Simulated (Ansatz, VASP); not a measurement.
## Si6SnO16: VASP beside Ansatz

```xyz
23
Lattice="-4.1790 -4.1790 0.0000 4.1790 -4.1790 0.0000 0.0000 0.0000 5.3298" Properties=species:S:1:pos:R:3 pbc="T T T"
Si    0.0012   -4.1822   -0.0168
Si    2.0908   -2.0918    1.3400
Si    0.0011   -4.1820    2.6970
Si    2.0905   -2.0920    4.0052
Si    0.0009   -0.0023   -0.0143
Si    0.0014   -0.0031    2.6946
O     1.2828   -2.8996    0.0086
O     0.8229   -0.8228    1.3399
O    -1.2803   -5.4646    0.0085
O     3.3588   -3.3611    1.3404
O     1.2827   -2.8988    2.6717
O     0.8477   -0.8478    4.0055
O    -1.2807   -5.4641    2.6717
O     3.3333   -3.3368    4.0043
O    -3.0061   -3.0055   -0.1507
O     0.7432   -4.9220    1.3404
O    -1.1722   -1.1770   -0.1499
O    -0.7401   -3.4420    1.3402
O    -3.0048   -3.0068    2.8308
O     0.7810   -4.9613    4.0047
O    -1.1710   -1.1785    2.8303
O    -0.7786   -3.4021    4.0053
Sn   -2.0881   -2.0928    1.3401
```

Alike in both runs: functional PBE; k mesh 2 × 2 × 2; occupations gaussian, width 0.05 eV; no spin polarisation.

Ansatz relaxed the structure, and its values are those at the end. VASP's run is a single point on that final structure, the one shown.

|  | VASP | Ansatz |
| --- | --- | --- |
| version | VASP 6.6.1 | Ansatz 0.2.0 |
| potentials or method | VASP PAW PBE potentials, release 64 (Si, O, Sn_d), cutoff 520 eV | scalar-relativistic, plane waves, PAW |
| valence electrons in the cell | 134 | 134 |

Ansatz gave:

```
rms of the force components (eV/Å) : 0.006
```

Problem. What did VASP give for the same quantities?

Solution. rms of the force components (eV/Å): 0.018.

The k mesh is coarse, so the values compare programs but aren't converged.
